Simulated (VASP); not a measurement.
# Hf: relaxation of cell and atoms with PBEsol

Crystal: Hf.

```
CELL_PARAMETERS angstrom
3.20482 0.00000 0.00000
-1.60241 2.77545 0.00000
0.00000 0.00000 5.06769
ATOMIC_POSITIONS crystal
Hf 0.33333 0.66667 0.25000
Hf 0.66667 0.33333 0.75000
```

| Property | Result |
| --- | --- |
| Program | VASP 6.6.1 |
| Task | relaxation of cell and atoms |
| Functional | PBEsol |
| Potentials or basis | VASP PAW PBE potentials, release 64 (Hf_pv) |
| Cutoff | 600 eV |
| k mesh | 15 × 15 × 8 |
| Occupations | gaussian, width 0.1 eV |
| Spin | no spin polarisation |
| Dipole correction | no |
| Further INCAR settings | ALGO = Normal; EDIFF = 1e-07; IBRION = 2; EDIFFG = -0.005; NSW = 70; ISIF = 3 |

* Relaxed volume: 21.54 Å³/atom
* Relaxed cell: a = 3.158 Å, b = 3.158 Å, c = 4.989 Å, α = 90.00°, β = 90.00°, γ = 120.00°
* Space group after relaxing (to 0.1 Å): P6_3/mmc (No. 194)
* Energy gained by relaxing: 15.6 meV/atom
* Ionic steps: 6
* Pressure after relaxing: 0.0 GPa
* Band gap on the k mesh: zero (bands 10 and 11 overlap by 1.61 eV)

The path:
| step | energy change (eV) | largest force (eV/Å) | pressure (GPa) | volume (Å³) |
| --- | --- | --- | --- | --- |
| 1 | 0.0000 | 0.0000 | -4.84 | 45.08 |
| 2 | 0.0164 | 0.0000 | 6.94 | 40.78 |
| 3 | -0.0312 | 0.0000 | -0.06 | 43.10 |
| 4 | -0.0312 | 0.0000 | 0.05 | 43.06 |
| 5 | -0.0312 | 0.0000 | -0.05 | 43.09 |
| 6 | -0.0312 | 0.0000 | -0.01 | 43.08 |

Final structure:
```
Hf
1.0
     3.15778    0.00000    0.00000
    -1.57889    2.73471    0.00000
     0.00000    0.00000    4.98869
Hf
2
Direct
  0.33333 0.66667 0.25000
  0.66667 0.33333 0.75000
```

Levels at points of the mesh, in eV from the Fermi level:
```
           k point  band 7  band 8  band 9  band 10  band 11  band 12  band 13  band 14
(0.00, 0.00, 0.00)   -7.52   -3.84    0.81     1.17     1.17     1.47     2.03     2.03
(0.00, 0.00, 0.50)   -5.47   -5.47    0.14     0.14     1.05     1.05     1.05     1.05
```

Wall time 4.7 min on 1 thread of Intel(R) Xeon(R) Platinum 8488C (Sapphire Rapids), on a shared host, peak memory 0.26 GiB.

Caveat: the PAW data sets were made with another functional, which shifts forces and pressure a little; spin-orbit coupling is left out, which moves the levels of the heavy elements.
